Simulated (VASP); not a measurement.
The system is Pt.

```
Pt
1.0
     0.00000    1.92914    1.92914
     1.92914    0.00000    1.92914
     1.92914    1.92914    0.00000
Pt
1
Direct
  0.00000 0.00000 0.00000
```

Base run:

```yaml
Program: VASP 6.6.1
Functional: PBEsol
Potentials_or_basis: VASP PAW PBE potentials, release 64 (Pt)
Cutoff: 520 eV
k_mesh: 22 × 22 × 22
Occupations: gaussian, width 0.15 eV
Spin: collinear spin
Starting_moments: "[0.05] μB"
Fixed_moment: 0.05 μB
```

Its results: pressure 14.8 GPa; site moments Pt +0.05 μB.

The run is repeated on the same cell with these changes: fixed moment from 0.05 μB to 0.35 μB; moments at the start from [0.05] to [0.35]. What comes out?

Pressure 15.4 GPa; site moments Pt +0.34 μB.

Caveats: the cell stands under pressure; the PAW data sets were made with another functional, which shifts forces and pressure a little; the total moment is fixed, so each spin has its own Fermi level.
